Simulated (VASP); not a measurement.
Crystal: AgCl.

```
CELL_PARAMETERS angstrom
4.51532 0.00000 0.00000
-2.25766 3.91038 0.00000
0.00000 0.00000 5.97509
ATOMIC_POSITIONS crystal
Ag 0.33333 0.66667 0.25000
Ag 0.66667 0.33333 0.75000
Cl 0.66667 0.33333 0.25000
Cl 0.33333 0.66667 0.75000
```

```yaml
Program: VASP 6.6.1
Task: relaxation of cell and atoms
Functional: PBEsol
Potentials_or_basis: VASP PAW PBE potentials, release 64 (Ag, Cl)
Cutoff: 600 eV
k_mesh: 6 × 6 × 4
Occupations: fermi-dirac, width 0.02 eV
Spin: no spin polarisation
```

At the start: pressure -3.0 GPa; volume 26.37 Å³/atom.

Where does the relaxation end?

Over 10 steps the energy falls by 24.2 meV/atom and the volume is 24.03 Å³/atom (-8.9 %); space group P6_3/mmc (No. 194, to 0.05 Å).

Step by step:
| step | energy change (eV) | largest force (eV/Å) | pressure (GPa) | volume (Å³) |
| --- | --- | --- | --- | --- |
| 1 | 0.0000 | 0.0000 | -3.05 | 105.50 |
| 2 | -0.0886 | 0.0000 | -0.55 | 98.03 |
| 3 | -0.0906 | 0.0000 | -0.05 | 96.87 |
| 4 | -0.0906 | 0.0000 | 0.04 | 96.71 |
| 5 | -0.0925 | 0.0000 | 0.04 | 96.54 |
| 6 | -0.0961 | 0.0000 | 0.11 | 96.03 |
| 7 | -0.0925 | 0.0000 | 0.48 | 94.93 |
| 8 | -0.0966 | 0.0000 | 0.18 | 95.75 |
| 9 | -0.0967 | 0.0000 | -0.16 | 96.46 |
| 10 | -0.0969 | 0.0000 | -0.01 | 96.13 |

Final structure:
```
Ag Cl
1.0
     4.42381    0.00000    0.00000
    -2.21190    3.83113    0.00000
     0.00000    0.00000    5.67211
Ag Cl
2 2
Direct
  0.33333 0.66667 0.25000
  0.66667 0.33333 0.75000
  0.66667 0.33333 0.25000
  0.33333 0.66667 0.75000
```

Caveat: the PAW data sets were made with another functional, which shifts forces and pressure a little.
